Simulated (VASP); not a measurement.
Pd: relaxation of cell and atoms with LDA

Pd:

```
Pd
1.0
     0.00000    1.92245    1.92245
     1.92245    0.00000    1.92245
     1.92245    1.92245    0.00000
Pd
1
Direct
  0.00000 0.00000 0.00000
```

```json
{"Program": "VASP 6.6.1", "Task": "relaxation of cell and atoms", "Functional": "LDA", "Potentials or basis": "VASP PAW LDA potentials, release 64 (Pd)", "Cutoff": "500 eV", "k mesh": "19 × 19 × 19", "Occupations": "fermi-dirac, width 0.05 eV", "Spin": "no spin polarisation", "Dipole correction": "no", "Further INCAR settings": "ALGO = Normal; EDIFF = 1e-07; IBRION = 2; EDIFFG = -0.005; NSW = 60; ISIF = 3"}
```

* Relaxed volume: 14.18 Å³/atom
* Relaxed cell: a = 2.717 Å, b = 2.717 Å, c = 2.717 Å, α = 60.00°, β = 60.00°, γ = 60.00°
* Space group after relaxing (to 0.05 Å): Fm-3m (No. 225)
* Energy gained by relaxing: 0.0 meV/atom
* Ionic steps: 3
* Pressure after relaxing: 0.0 GPa
* Band gap on the k mesh: zero (band 5 reaches 10.59 eV, above the bottom of band 6 at 8.91 eV)

Final structure:
```cif
data_structure
_symmetry_space_group_name_H-M 'P 1'
_symmetry_Int_Tables_number 1
_cell_length_a 2.7167
_cell_length_b 2.7167
_cell_length_c 2.7167
_cell_angle_alpha 60.000
_cell_angle_beta 60.000
_cell_angle_gamma 60.000
_cell_volume 14.18
loop_
_atom_site_label
_atom_site_type_symbol
_atom_site_fract_x
_atom_site_fract_y
_atom_site_fract_z
_atom_site_occupancy
Pd1 Pd 0.00000 0.00000 0.00000 1
```

Levels at points of the mesh, in eV from the Fermi level:
```tsv
k point	band 3	band 4	band 5	band 6	band 7	band 8
(0.00, 0.00, 0.00)	-3.07	-3.07	-1.32	-1.32	17.12	22.06
```

Wall time 23 s on 1 thread of Intel(R) Xeon(R) Platinum 8559C (Emerald Rapids), on a shared host, peak memory 0.15 GiB.
